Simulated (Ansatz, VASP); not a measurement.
**Si in VASP and in Ansatz**

File INCAR:

```
SYSTEM = Si
ALGO = Normal
EDIFF = 1E-6
ENCUT = 520
GGA = PS
ISIF = 2
ISMEAR = 0
LASPH = .TRUE.
LCHARG = .FALSE.
LREAL = .FALSE.
LWAVE = .FALSE.
NBANDS = 16
NELM = 100
PREC = Accurate
SIGMA = 0.03
```

The input KPOINTS:

```
k-points
0
G
  12 12 12
  0 0 0
```

The input POSCAR:

```
Si
1.0
   -3.1038903664      3.1038903664      2.0221845737
    3.1038903664     -3.1038903664      2.0221845737
    3.1038903664      3.1038903664     -2.0221845737
Si
4
Direct
    0.1787304307      0.1787304307      0.3574608614
    0.8212695693      0.8212695693      0.6425391386
    0.1787304307      0.8212695693      0.0000000000
    0.8212695693      0.1787304307      0.0000000000
```

Input for Ansatz:

```yaml
crystal:
  lattice:
    - [-3.1038903664, 3.1038903664, 2.0221845737]
    - [3.1038903664, -3.1038903664, 2.0221845737]
    - [3.1038903664, 3.1038903664, -2.0221845737]
  atoms:
    - { symbol: Si, position: [0.1787304307, 0.1787304307, 0.3574608614] }
    - { symbol: Si, position: [0.8212695693, 0.8212695693, 0.6425391386] }
    - { symbol: Si, position: [0.1787304307, 0.8212695693, 0.0] }
    - { symbol: Si, position: [0.8212695693, 0.1787304307, 0.0] }
basis:
  ecutwfc: 420
kpoints:
  mp_grid: { grid: [12, 12, 12] }
hamiltonian:
  xc: pbesol
  pseudopotentials: { kind: paw, azcp: { folder: soft_1 } }
scf:
  occupations: { method: gaussian, width: 0.03 }
output:
  forces: true
  stress: true
  eigenvalues: true
```

Alike in both runs: task single point; functional PBEsol; k mesh 12 × 12 × 12; occupations gaussian, width 0.03 eV; no spin polarisation.

```csv
,VASP,Ansatz
version,VASP 6.6.1,Ansatz 0.2.0
potentials or method,"VASP PAW PBE potentials, release 64 (Si), cutoff 520 eV","scalar-relativistic, plane waves, PAW"
valence electrons in the cell,16,16
```

|  | VASP | Ansatz | Ansatz less VASP |
| --- | --- | --- | --- |
| gap on the k mesh at the Fermi level (eV) | none | none | - |
| pressure (GPa) | 9.5 | 9.4 | -0.12 |
| traceless stress, the component that is largest in VASP (GPa) | -15.77 | -15.74 | +0.033 |
| rms of the force components (eV/Å) | 1.302 | 1.295 | -0.0067 |

VASP's potentials were made for PBE, not for PBEsol, and Ansatz warns of the same on its side. Atom by atom the forces differ by 0.007 eV/Å (rms over components). A gap of «none» marks a metal or a gap that the smearing closes.
